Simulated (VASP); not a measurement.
# Sb: single point with PBEsol

Sb:

```
Sb
1.0
     2.99438   -0.18960    0.00000
    -0.18960    3.21897    0.00000
     0.00000    0.00000    3.02794
Sb
1
Direct
  0.00000 0.00000 0.00000
```

This cell differs from its parent crystal: strained.

| Quantity | Value |
| --- | --- |
| Program | VASP 6.6.1 |
| Task | single point |
| Functional | PBEsol |
| Potentials or basis | VASP PAW PBE potentials, release 64 (Sb) |
| Cutoff | 520 eV |
| k mesh | 12 × 12 × 12 |
| Occupations | gaussian, width 0.1 eV |
| Spin | no spin polarisation |

```
Pressure : -0.5 GPa
```

Stress tensor (GPa, compression positive):
```
 2.46  1.40  0.00
 1.40 -4.90  0.00
 0.00  0.00  1.09
```

Levels at points of the mesh, in eV from the Fermi level:
| k point | band 1 | band 2 | band 3 | band 4 | band 5 | band 6 | band 7 |
| --- | --- | --- | --- | --- | --- | --- | --- |
| (0.00, 0.00, 0.00) | -12.62 | 2.17 | 3.76 | 4.26 | 6.27 | 7.42 | 8.81 |
| (0.50, 0.00, 0.00) | -9.70 | -5.84 | 4.01 | 6.21 | 8.17 | 10.55 | 10.81 |
| (0.00, 0.50, 0.00) | -10.62 | -5.65 | 5.36 | 5.44 | 8.87 | 11.04 | 11.38 |
| (0.50, 0.50, 0.00) | -7.72 | -4.48 | -2.75 | 2.20 | 7.80 | 12.84 | 13.09 |
| (0.00, 0.00, 0.50) | -9.89 | -5.83 | 4.41 | 6.56 | 9.01 | 10.01 | 10.52 |
| (0.50, 0.00, 0.50) | -6.73 | -3.60 | -3.44 | 2.15 | 6.31 | 11.27 | 12.04 |
| (0.00, 0.50, 0.50) | -7.76 | -4.11 | -3.31 | 1.99 | 7.70 | 12.43 | 12.95 |
| (0.50, 0.50, 0.50) | -4.49 | -2.34 | -1.97 | -0.56 | 3.96 | 5.13 | 5.64 |

Run time: 27 s on 1 thread of Intel(R) Xeon(R) Platinum 8488C (Sapphire Rapids) (shared host), peak memory 0.23 GiB.

Caveat: the cell differs from its parent crystal (strained); the PAW data sets were made with another functional, which shifts forces and pressure a little; spin-orbit coupling is left out, which moves the levels of the heavy elements.
